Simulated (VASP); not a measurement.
The system is GaN.

```xyz
2
Lattice="0.0000 2.2535 2.2535 2.2535 0.0000 2.2535 2.2535 2.2535 0.0000" Properties=species:S:1:pos:R:3 pbc="T T T"
Ga    0.0000    0.0000    0.0000
N     1.1268    1.1268    1.1268
```

Base run:

- Program: VASP 6.6.1
- Functional: r2SCAN
- Potentials or basis: VASP PAW PBE potentials, release 64 (Ga_d, N)
- Cutoff: 520 eV
- k mesh: 7 × 7 × 7
- Occupations: fermi-dirac, width 0.05 eV
- Spin: non-collinear spin, zero start, spin-orbit coupling
- Starting moments: [[0.0, 0.0, 0.0], [0.0, 0.0, 0.0]] μB

Its results: pressure -0.1 GPa; net moment 0.00 μB per cell.

Task: The run is repeated on the same cell with these changes: functional from r2SCAN to PBE; k mesh from 7 × 7 × 7 to 10 × 10 × 10. What comes out?

Result: Pressure 5.0 GPa; net moment 0.00 μB per cell.

Several settings changed at once.

Caveats: the PAW data sets were made with another functional, which shifts forces and pressure a little (at least some runs); the cell stands under pressure (at least some runs).
